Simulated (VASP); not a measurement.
Wanted: the native input for a VASP 6.6.1 run.

```yaml
Task: single point
Functional: PBE
Potentials_or_basis: VASP PAW PBE potentials, release 64 (In_d, As)
Cutoff: 520 eV
k_mesh: 6 × 6 × 6
Occupations: gaussian, width 0.1 eV
Spin: no spin polarisation
Dipole_correction: no
Further_INCAR_settings: ALGO = Fast; EDIFF = 1e-06; NBANDS = 50
```

The structure of In6As lies in POSCAR:

```
In6As
1.0
    0.0000000000      4.6211063187      4.6211063187
    4.6211063187      0.0000000000      4.6211063187
    4.6211063187      4.6211063187      0.0000000000
In As
6 1
Direct
    0.5000000000      0.5000000000      0.0000000000
    0.5000000000      0.0000000000      0.5000000000
    0.0000000000      0.0000000000      0.5000000000
    0.0000000000      0.5000000000      0.0000000000
    0.0000000000      0.5000000000      0.5000000000
    0.5000000000      0.0000000000      0.0000000000
    0.0000000000      0.0000000000      0.0000000000
```

The cell was built from a structure type or drawn by symmetry, and may not be a known phase.

The input as run:

INCAR

```
SYSTEM = In6As
PREC = Accurate ; ENCUT = 520
EDIFF = 1E-6 ; ISMEAR = 0
SIGMA = 0.1 ; LREAL = .FALSE.
LASPH = .TRUE. ; NELM = 80
ALGO = Fast ; ISIF = 2
LWAVE = .FALSE. ; LCHARG = .FALSE.
GGA = PE ; NBANDS = 50
```

KPOINTS

```
Automatic mesh
0
G
  6 6 6
  0 0 0
```

Potentials or basis: VASP PAW PBE potentials, release 64 (In_d, As).

Command:

```bash
$ cat potpaw_PBE.64/In_d/POTCAR potpaw_PBE.64/As/POTCAR > POTCAR
$ mpirun -np 1 vasp_std > vasp.out
```

It gave:

```json
{
  "Pressure": "0.0 GPa",
  "Band gap on the k mesh": "zero (an odd number of electrons rules out a gap without spin polarisation)"
}
```

Caveat: spin-orbit coupling is left out, which moves the levels of the heavy elements.

Run time: 2.4 min on 1 thread of Intel(R) Xeon(R) 6975P-C (Granite Rapids) (shared host), peak memory 0.41 GiB.
